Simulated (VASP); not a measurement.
Sc, 2 atoms in the cell. It takes space group P6_3/mmc (No. 194, hexagonal). The conventional cell has a = 3.353 Å, b = 3.353 Å, c = 5.343 Å, α = 90.00°, β = 90.00°, γ = 120.00°. Sc (site symmetry -6m2) has 12 Sc at 3.30 to 3.35 Å within 4.3 Å. 

| Item | Value |
| --- | --- |
| Program | VASP 6.6.1 |
| Task | single point |
| Functional | PBE |
| Potentials or basis | VASP PAW PBE potentials, release 64 (Sc_sv) |
| Cutoff | 520 eV |
| k mesh | 9 × 9 × 5 |
| Occupations | fermi-dirac, width 0.05 eV |
| Spin | no spin polarisation |
| Dipole correction | no |
| Further INCAR settings | ALGO = Normal; EDIFF = 1e-06; NBANDS = 18 |

Potentials or basis: VASP PAW PBE potentials, release 64 (Sc_sv).

Launch:

```console
$ cat potpaw_PBE.64/Sc_sv/POTCAR > POTCAR
$ mpirun -np 1 vasp_std > vasp.out
```

Hardware: 1 thread of Intel(R) Xeon(R) Platinum 8259CL CPU @ 2.50GHz (Skylake/Cascade Lake) (shared host).

Q: How long does it take, and how much memory?

A: It took 31 s on 1 thread of Intel(R) Xeon(R) Platinum 8259CL CPU @ 2.50GHz (Skylake/Cascade Lake) (shared host), peak memory 0.18 GiB. Counts: scf iterations 13, k points 36.
